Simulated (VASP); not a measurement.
# Te (Fm-3m) in VASP: a series of runs, part 2 of 2

VASP 6.6.1.

## Step 5: Single point, revPBE (31.14 Å³/atom)

This run uses another cell than the first one, of 31.14 Å³/atom.

Input file INCAR:

```
SYSTEM = Te
PREC     = Accurate       ! precision mode
ENCUT    = 520            ! plane-wave cutoff, eV
EDIFF    = 1E-7           ! SCF threshold, eV
ISMEAR   = -1             ! smearing method
SIGMA    = 0.1            ! smearing width, eV
LREAL    = .FALSE.        ! projectors in reciprocal space
LASPH    = .TRUE.         ! aspherical terms in the spheres
NELM     = 100            ! most SCF steps
ALGO     = Normal         ! electronic algorithm
ISIF     = 2              ! what is computed and relaxed
LWAVE    = .FALSE.        ! write WAVECAR
LCHARG   = .FALSE.        ! write CHGCAR
GGA      = RE             ! functional
NBANDS   = 9              ! bands
```

Input file KPOINTS:

```
regular mesh
0
G
  13 13 13
  0 0 0
```

Input file POSCAR:

```
Te
1.0
    0.0000000000      2.4971574498      2.4971574498
    2.4971574498      0.0000000000      2.4971574498
    2.4971574498      2.4971574498      0.0000000000
Te
1
Direct
    0.0000000000      0.0000000000      0.0000000000
```

Potentials or basis: VASP PAW PBE potentials, release 64 (Te).

On the command line:

```console
> cat potpaw_PBE.64/Te/POTCAR > POTCAR
> mpirun -np 1 vasp_std > vasp.out
```

OUTCAR:

```text
SYSTEM = Te
   PREC = Accurate
   ENCUT = 520
   EDIFF = 1E-7
   ISMEAR = -1
   LREAL = .FALSE.
   LASPH = .TRUE.
   NELM = 100
   ISIF = 2
   GGA = RE

 ion  position               nearest neighbor table
   1  0.000  0.000  0.000-

  LATTYP: Found a face centered cubic cell.
 ALAT       =     4.9943148996

  Lattice vectors:

 A1 = (   0.0000000000,   2.4971574498,   2.4971574498)
 A2 = (   2.4971574498,   0.0000000000,   2.4971574498)
 A3 = (   2.4971574498,   2.4971574498,   0.0000000000)

Analysis of symmetry for initial positions (statically):
=====================================================================
 Subroutine PRICEL returns:
 Original cell was already a primitive cell.

 Routine SETGRP: Setting up the symmetry group for a
 face centered cubic supercell.

 Subroutine GETGRP returns: Found 48 space group operations
 (whereof 48 operations were pure point group operations)
 out of a pool of 48 trial point group operations.

The static configuration has the point symmetry O_h .

Analysis of symmetry for dynamics (positions and initial velocities):
=====================================================================
 Subroutine PRICEL returns:
 Original cell was already a primitive cell.

 Routine SETGRP: Setting up the symmetry group for a
 face centered cubic supercell.

 Subroutine GETGRP returns: Found 48 space group operations
 (whereof 48 operations were pure point group operations)
 out of a pool of 48 trial point group operations.

The dynamic configuration has the point symmetry O_h .

 Subroutine INISYM returns: Found 48 space group operations
 (whereof 48 operations are pure point group operations),
 and found     1 'primitive' translations

----------------------------------------------------------------------------------------

                                     Primitive cell

[... 108 lines left out ...]
     AMIX_MAG =   1.60;   BMIX_MAG =  1.00
  volume/ion in A,a.u.               =      31.14       210.17
  Fermi-wavevector in a.u.,A,eV,Ry     =   0.945517  1.786768 12.163640  0.894002
  Thomas-Fermi vector in A             =   2.073426
   LORBIT       =      0    0 simple, 1 ext, 2 COOP (PROOUT), +10 PAW based schemes
   GGA     = RE    functional components
   LHFCALC =     F    Hartree Fock is set to
   AEXX    =    0.0000 exact exchange contribution
   IVDW    =     0    specifies the selected vdW correction
   LEPSILON=     F    determine dielectric tensor
   LRPA    =     F    only Hartree local field effects (RPA)
 non-spin polarized calculation
  energy-cutoff  :      520.00
  volume of cell :       31.14
 maximum number of plane-waves:       872
   NGX = 13   NGY = 13   NGZ = 13

 number of electron       6.0000000 magnetization

 Free energy of the ion-electron system (eV)
  ---------------------------------------------------
  ext. energy  EPLUGINS =         0.00000000
  ---------------------------------------------------
  free energy    TOTEN  =        -2.36603415 eV

  energy without entropy =       -2.33029267  energy(sigma->0) =       -2.34816341

 E-fermi :   6.6410     XC(G=0):  -9.6467

 val. band max:        6.6371605435   @ k =   0.4615   0.1538   0.0000
 cond. band min:       6.6736026914   @ k =  -0.4615   0.3077   0.1538
 fundamental gap:      0.0364421478
 Fermi energy:         6.6410421618

 k-point     1 :       0.0000    0.0000    0.0000
  band No.  band energies     occupation
      1      -6.4817      2.00000
      2       9.2324      0.00000
      3       9.2324      0.00000
      4       9.2324      0.00000
      5      15.4517      0.00000
      6      16.0122      0.00000
      7      16.0122      0.00000
      8      16.0122      0.00000
      9      17.3186      0.00000
[... 265 lines left out ...]
 k-point    24 :       0.4615    0.1538    0.0000
  band No.  band energies     occupation
      1      -4.1377      2.00000
      2       2.1834      2.00000
      3       6.6372      1.01941
      4       7.4362      0.00070
      5      13.1164      0.00000
      6      15.5488      0.00000
      7      16.8749      0.00000
      8      18.4812      0.00000
      9      19.8574      0.00000

 [... further k-points ...]

------------------------ aborting loop because EDIFF is reached ----------------------------------------

  FORCE on cell =-STRESS in cart. coord.  units (eV):
  Direction    XX          YY          ZZ          XY          YZ          ZX
  --------------------------------------------------------------------------------------
  -------------------------------------------------------------------------------------
  Total       -0.6212853     -0.6212853     -0.6212853      0.0000000      0.0000000      0.0000000
  in kB      -31.9619979    -31.9619979    -31.9619979      0.0000000      0.0000000      0.0000000
  external PRESSURE =     -31.9619979 kB  Pullay stress =       0.0000000 kB

 VOLUME and BASIS-vectors are now :
 -----------------------------------------------------------------------------
  energy-cutoff  :      520.00
  volume of cell :       31.14
      direct lattice vectors                 reciprocal lattice vectors
     0.000000000  2.497157450  2.497157450    -0.200227663  0.200227663  0.200227663
     2.497157450  0.000000000  2.497157450     0.200227663 -0.200227663  0.200227663
     2.497157450  2.497157450  0.000000000     0.200227663  0.200227663 -0.200227663

 POSITION                                       TOTAL-FORCE (eV/Angst)
 -----------------------------------------------------------------------------------
      0.00000      0.00000      0.00000         0.000000     -0.000000     -0.000000
 -----------------------------------------------------------------------------------
    total drift:                                0.000000      0.000000      0.000000

  FREE ENERGIE OF THE ION-ELECTRON SYSTEM (eV)
  ---------------------------------------------------
  free  energy   TOTEN  =        -2.3660341513 eV

  energy  without entropy=       -2.3302926719  energy(sigma->0) =       -2.34816341
```

OSZICAR:

```text
N       E                     dE             d eps       ncg     rms          rms(c)
DAV:   1     0.107257760203E+02    0.10726E+02   -0.22859E+03  1512   0.505E+02
DAV:   2    -0.205224631543E+01   -0.12778E+02   -0.12337E+02  1990   0.677E+01
DAV:   3    -0.236907925063E+01   -0.31683E+00   -0.31338E+00  1893   0.105E+01
DAV:   4    -0.237060337598E+01   -0.15241E-02   -0.15235E-02  2162   0.908E-01
DAV:   5    -0.237060857762E+01   -0.52016E-05   -0.52020E-05  1897   0.416E-02    0.522E+00
DAV:   6    -0.236698773219E+01    0.36208E-02   -0.45186E-03  1670   0.338E-01    0.324E+00
DAV:   7    -0.236606238659E+01    0.92535E-03   -0.10231E-02  1648   0.510E-01    0.267E-01
DAV:   8    -0.236603549504E+01    0.26892E-04   -0.37935E-04  1660   0.111E-01    0.658E-02
DAV:   9    -0.236603617006E+01   -0.67502E-06   -0.72803E-06  2064   0.206E-02    0.558E-03
DAV:  10    -0.236603421541E+01    0.19546E-05   -0.10529E-06  1815   0.470E-03    0.353E-03
DAV:  11    -0.236603415129E+01    0.64121E-07   -0.95053E-08  1669   0.144E-03
   1 F= -.23660342E+01 E0= -.23481634E+01  d E =-.357415E-01
```

Run time: 16 s. Hardware: 1 thread of Intel Xeon Platinum 8259CL at 2.50GHz (Skylake/Cascade Lake), shared host; peak memory 0.16 GiB.

Results:

```
Free energy            : -2.3660 eV
Pressure               : -3.2 GPa
Band gap on the k mesh : zero (bands 3 and 4 overlap by 4.15 eV)
```

Levels at points of the mesh, in eV from the Fermi level:
```tsv
k point	band 1	band 2	band 3	band 4	band 5	band 6
(0.00, 0.00, 0.00)	-13.12	2.59	2.59	2.59	8.81	9.37
```

Caveat: the cell stands under tension; the PAW data sets were made with another functional, which shifts forces and pressure a little; spin-orbit coupling is left out, which moves the levels of the heavy elements.

## Step 6: Single point, revPBE (32.30 Å³/atom)

This run uses another cell than the first one, of 32.30 Å³/atom.

Input file INCAR:

```
PREC     = Accurate       # precision mode
ENCUT    = 520            # plane-wave cutoff, eV
EDIFF    = 1E-7           # SCF threshold, eV
ISMEAR   = -1             # smearing method
SIGMA    = 0.1            # smearing width, eV
LREAL    = F              # projectors in reciprocal space
LASPH    = T              # aspherical terms in the spheres
NELM     = 100            # most SCF steps
ALGO     = Normal         # electronic algorithm
ISIF     = 2              # what is computed and relaxed
LWAVE    = F              # write WAVECAR
LCHARG   = F              # write CHGCAR
GGA      = RE             # functional
NBANDS   = 9              # bands
```

Input file KPOINTS:

```
regular mesh
0
Gamma
  13 13 13
```

Input file POSCAR:

```
Te
1.0
    0.0000000000      2.5276135911      2.5276135911
    2.5276135911      0.0000000000      2.5276135911
    2.5276135911      2.5276135911      0.0000000000
Te
1
Direct
    0.0000000000      0.0000000000      0.0000000000
```

Potentials or basis: VASP PAW PBE potentials, release 64 (Te).

On the command line:

```console
> cat potpaw_PBE.64/Te/POTCAR > POTCAR
> mpirun -np 1 vasp_std > vasp.out
```

Run time: 18 s. Hardware: 1 thread of Intel Xeon Platinum 8259CL at 2.50GHz (Skylake/Cascade Lake), shared host; peak memory 0.17 GiB.

The run converged. Its results:

| Item | Value |
| --- | --- |
| Free energy | -2.3391 eV |
| Pressure | -4.3 GPa |
| Band gap on the k mesh | zero (bands 3 and 4 overlap by 3.89 eV) |

Levels at points of the mesh, in eV from the Fermi level:
```tsv
k point	band 1	band 2	band 3	band 4	band 5	band 6	band 7	band 8
(0.00, 0.00, 0.00)	-12.87	2.43	2.43	2.43	8.46	9.32	9.32	9.32
```

Caveat: the cell stands under tension; the PAW data sets were made with another functional, which shifts forces and pressure a little; spin-orbit coupling is left out, which moves the levels of the heavy elements.

## Step 7: Overview

```csv
cell,gap on the mesh (eV),pressure (GPa)
"a = 3.396 Å, angles 60.0°, 1 atom",none,2.1
"a = 3.442 Å, angles 60.0°, 1 atom",none,-0.1
"a = 3.487 Å, angles 60.0°, 1 atom",none,-1.9
"a = 3.532 Å, angles 60.0°, 1 atom",none,-3.2
"a = 3.575 Å, angles 60.0°, 1 atom",none,-4.3
```

Alike in all rows: task single point; level revPBE; potentials or basis VASP PAW PBE potentials, release 64 (Te); no spin polarisation; k mesh 13 × 13 × 13; cutoff (eV) 520; smearing fermi-dirac 0.1 eV.

Caveats: the PAW data sets were made with another functional, which shifts forces and pressure a little; spin-orbit coupling is left out, which moves the levels of the heavy elements; the cell stands under tension (at least some runs).

Total energies depend on the potentials used, so only differences within one code and one set of settings carry meaning.
